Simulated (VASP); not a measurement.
Wanted: the native input for a VASP 6.6.1 run.

| Property | Result |
| --- | --- |
| Task | single point |
| Functional | PBE |
| Potentials or basis | VASP PAW PBE potentials, release 64 (Br) |
| Cutoff | 520 eV |
| k mesh | 8 × 8 × 4 |
| Occupations | gaussian, width 0.02 eV |
| Spin | no spin polarisation |
| Dipole correction | no |
| Further INCAR settings | ALGO = Normal; EDIFF = 1e-07; NBANDS = 22 |

The structure of Br lies in POSCAR:

```
Br
1.0
    4.0937507004     -2.1261716039      0.0000000000
    4.0937507004      2.1261716039      0.0000000000
    0.0000000000      0.0000000000      8.6887548515
Br
4
Direct
    0.8568737621      0.1431262379      0.1185350727
    0.6431262379      0.3568737621      0.6185350727
    0.1431262379      0.8568737621      0.8814649273
    0.3568737621      0.6431262379      0.3814649273
```

One way to write it, as run:

INCAR

```
SYSTEM = Br
ALGO = Normal ; EDIFF = 1E-7
ENCUT = 520 ; GGA = PE
ISIF = 2 ; ISMEAR = 0
LASPH = .True. ; LCHARG = .False.
LREAL = .False. ; LWAVE = .False.
NBANDS = 22 ; NELM = 80
PREC = Accurate ; SIGMA = 0.02
```

KPOINTS

```
k-points
0
Gamma
  8 8 4
  0 0 0
```

Potentials or basis: VASP PAW PBE potentials, release 64 (Br).

Launch:

```sh
$ cat potpaw_PBE.64/Br/POTCAR > POTCAR
$ mpirun -np 1 vasp_std > vasp.out
```

Results of the run:

| Item | Value |
| --- | --- |
| Pressure | 0.1 GPa |
| Band gap on the k mesh | 1.36 eV |

Caveat: this functional lacks dispersion, which holds the molecules together, so the pressure and a relaxed volume are unreliable.

Run time: 4.7 min on 1 thread of Intel Xeon 8259CL (shared host), peak memory 0.37 GiB.
